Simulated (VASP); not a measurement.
Runs of VASP 6.6.1 on HgTe. The structure is that of space group F-43m (No. 216), or close to it. The cells are those of the table. 

| task | cell | cutoff (eV) | gap on the mesh (eV) | pressure (GPa) |
| --- | --- | --- | --- | --- |
| single point | a = 4.104 Å, angles 60.0°, 2 atoms | 520 | 0.14 | 40.4 |
| single point | a = 4.704 Å, angles 60.0°, 2 atoms | 520 | none | 0.0 |
| relaxation of cell and atoms | relaxed to 40 GPa from a = 4.168 Å, angles 60.0°, 2 atoms | 600 | 0.14 | 40.0 |
| relaxation of cell and atoms | relaxed from a = 4.653 Å, angles 60.0°, 2 atoms | 600 | none | 0.0 |
| single point | a = 4.425 Å, angles 60.0°, 2 atoms | 520 | none | 10.1 |
| relaxation of cell and atoms | relaxed to 20 GPa from a = 4.309 Å, angles 60.0°, 2 atoms | 600 | none | 20.0 |
| single point | a = 4.625 Å, angles 60.0°, 2 atoms | 520 | none | (b) |
| relaxation of cell and atoms | relaxed to 10 GPa from a = 4.414 Å, angles 60.0°, 2 atoms | 600 | none | 10.0 |
| single point | a = 4.280 Å, angles 60.0°, 2 atoms | 520 | none | (a) |
| single point | a = 4.812 Å, angles 60.0°, 2 atoms | 520 | none | -1.9 |
| relaxation of cell and atoms | relaxed to 5 GPa from a = 4.522 Å, angles 60.0°, 2 atoms | 600 | none | 5.0 |
| single point | a = 4.534 Å, angles 60.0°, 2 atoms | 520 | none | 5.1 |

Alike in all rows: level PBE; potentials or basis VASP PAW PBE potentials, release 64 (Hg, Te); no spin polarisation; k mesh 12 × 12 × 12; smearing gaussian 0.1 eV.

Q: Estimate the missing entries.

A: (a) 20.2; (b) 2.0.

Caveats: spin-orbit coupling is left out, which moves the levels of the heavy elements; semilocal functionals underestimate gaps, so a narrow gap can read as zero (at least some runs); the cell stands under pressure (at least some runs); the cell is relaxed towards a set pressure, so the run minimises the enthalpy, not the energy (at least some runs).

A k mesh can miss the band edges, and the runs leave out spin-orbit coupling on Hg, Te.

A gap of «none» marks levels without a gap at the run's occupations.
